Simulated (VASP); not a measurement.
Input of a VASP 6.6.1 run:

INCAR

```
PREC = Accurate
ENCUT = 520
EDIFF = 1E-6
ISMEAR = -1
SIGMA = 0.08
LREAL = False
LASPH = True
NELM = 60
ALGO = Normal
ISIF = 2
LWAVE = False
LCHARG = False
GGA = CA
NBANDS = 23
```

KPOINTS

```
Automatic mesh
0
Gamma
  11 11 8
```

POSCAR

```
SbPt
1.0
    4.0886978919      0.0000000000      0.0000000000
   -2.0443489460      3.5409162428      0.0000000000
    0.0000000000      0.0000000000      5.4720000000
Sb Pt
2 2
Direct
    0.3333333333      0.6666666667      0.2500000000
    0.6666666667      0.3333333333      0.7500000000
    0.0000000000      0.0000000000      0.0000000000
    0.0000000000      0.0000000000      0.5000000000
```

Potentials or basis: VASP PAW LDA potentials, release 64 (Sb, Pt).

Launch:

```sh
$ cat potpaw_LDA.64/Sb/POTCAR potpaw_LDA.64/Pt/POTCAR > POTCAR
$ mpirun -np 1 vasp_std > vasp.out
```

**Question.** Estimate the band gap on the k mesh.

**Answer.** Zero (band 15 reaches 12.86 eV, above the bottom of band 16 at 8.80 eV).

**Question.** Predict the pressure.

**Answer.** 3.3 GPa.

Stress tensor (GPa, compression positive):
```
3.96 0.00 0.00
0.00 3.96 0.00
0.00 0.00 1.85
```

Caveat: the cell differs from its parent crystal (equal xx and yy strain of -1 %); spin-orbit coupling is left out, which moves the levels of the heavy elements.
